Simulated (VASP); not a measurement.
## MnS: relaxation of cell and atoms with LDA+U

MnS:

```
Mn S
1.0
     0.00000    2.60450    2.60450
     2.60450    0.00000    2.60450
     2.60450    2.60450    0.00000
Mn S
1 1
Direct
  0.00000 0.00000 0.00000
  0.50000 0.50000 0.50000
```

| Item | Value |
| --- | --- |
| Program | VASP 6.6.1 |
| Task | relaxation of cell and atoms |
| Functional | LDA |
| Potentials or basis | VASP PAW LDA potentials, release 64 (Mn_pv, S) |
| Cutoff | 600 eV |
| k mesh | 9 × 9 × 9 |
| Occupations | fermi-dirac, width 0.05 eV |
| Spin | collinear spin, ferromagnetic start |
| Starting moments | [4.0, 0.0] μB |
| Hubbard terms | Mn d U = 4.0 eV |
| Dipole correction | no |
| Further INCAR settings | ALGO = Normal; EDIFF = 1e-07; IBRION = 2; EDIFFG = -0.01; NSW = 60; ISIF = 3 |

The relaxed volume is 17.08 Å³/atom, the relaxed cell is a = 3.642 Å, b = 3.642 Å, c = 3.642 Å, α = 60.00°, β = 60.00°, γ = 60.00° and the space group after relaxing (to 0.05 Å) is Fm-3m (No. 225). The energy gained by relaxing is 5.4 meV/atom. The ionic steps are 3 and the pressure after relaxing is 0.0 GPa. The net moment is 4.99 μB per cell and the site moments are Mn +4.53; S +0.11 μB. The valence electrons inside the program's atomic spheres are Mn 11.34; S 3.77.

Step by step:
```csv
step,energy change (eV),largest force (eV/Å),pressure (GPa),volume (Å³)
1,0.0000,0.0000,-2.87,35.33
2,-0.0095,0.0000,1.10,33.74
3,-0.0108,0.0000,0.02,34.15
```

Final structure:
```xyz
2
Lattice="0.0000 2.5751 2.5751 2.5751 0.0000 2.5751 2.5751 2.5751 0.0000" Properties=species:S:1:pos:R:3 pbc="T T T"
Mn    0.0000    0.0000    0.0000
S     2.5751    2.5751    2.5751
```

Levels at points of the mesh, in eV from the Fermi level:
Spin up:
```
           k point  band 9  band 10  band 11  band 12  band 13  band 14  band 15
(0.00, 0.00, 0.00)   -4.99    -1.70    -1.70    -1.70     1.98     8.35     8.35
```
Spin down:
| k point | band 5 | band 6 | band 7 | band 8 | band 9 | band 10 |
| --- | --- | --- | --- | --- | --- | --- |
| (0.00, 0.00, 0.00) | -1.40 | -1.40 | -1.40 | 1.42 | 1.42 | 1.42 |

Eigenvalues of the final occupation matrices:
```csv
site,spin,trace,eigenvalues
site 1 d,1,4.70,0.93 0.93 0.93 0.95 0.95
site 1 d,2,0.24,0.02 0.02 0.02 0.09 0.09
```

It took 3.3 min on 1 thread of Oxide Virtual Turin-like Processor, with other jobs on the host, peak memory 0.15 GiB.

Caveat: a cell with one magnetic atom can't hold antiferromagnetic order, which such compounds often take. The state reached can hang on the start; a lower one may exist.
